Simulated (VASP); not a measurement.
Here is a VASP 6.6.1 calculation.

Contents of INCAR:

```
SYSTEM = CdTe
ALGO = Normal
EDIFF = 1E-7
ENCUT = 520
GGA = PS
ISIF = 2
ISMEAR = 0
LASPH = .True.
LCHARG = .False.
LREAL = .False.
LWAVE = .False.
NBANDS = 26
NELM = 100
PREC = Accurate
SIGMA = 0.1
```

File KPOINTS:

```
k-points
0
Gamma
  12 12 6
  0 0 0
```

File POSCAR:

```
CdTe
1.0
    4.2362975611      0.0000000000      0.0000000000
   -2.1181487806      3.6687413059      0.0000000000
    0.0000000000      0.0000000000      7.0294485574
Cd Te
2 2
Direct
    0.0000000000      0.0000000000      0.0000000000
    0.0000000000      0.0000000000      0.5000000000
    0.3333333333      0.6666666667      0.2500000000
    0.6666666667      0.3333333333      0.7500000000
```

Potentials or basis: VASP PAW PBE potentials, release 64 (Cd, Te).

The run is started by

```console
$ cat potpaw_PBE.64/Cd/POTCAR potpaw_PBE.64/Te/POTCAR > POTCAR
$ mpirun -np 1 vasp_std > vasp.out
```

**Question.** Estimate the band gap on the k mesh.

**Answer.** Zero (bands 18 and 19 overlap by 1.11 eV).

**Question.** What does it give for the pressure?

**Answer.** 0.2 GPa.

Caveat: the PAW data sets were made with another functional, which shifts forces and pressure a little; spin-orbit coupling is left out, which moves the levels of the heavy elements.
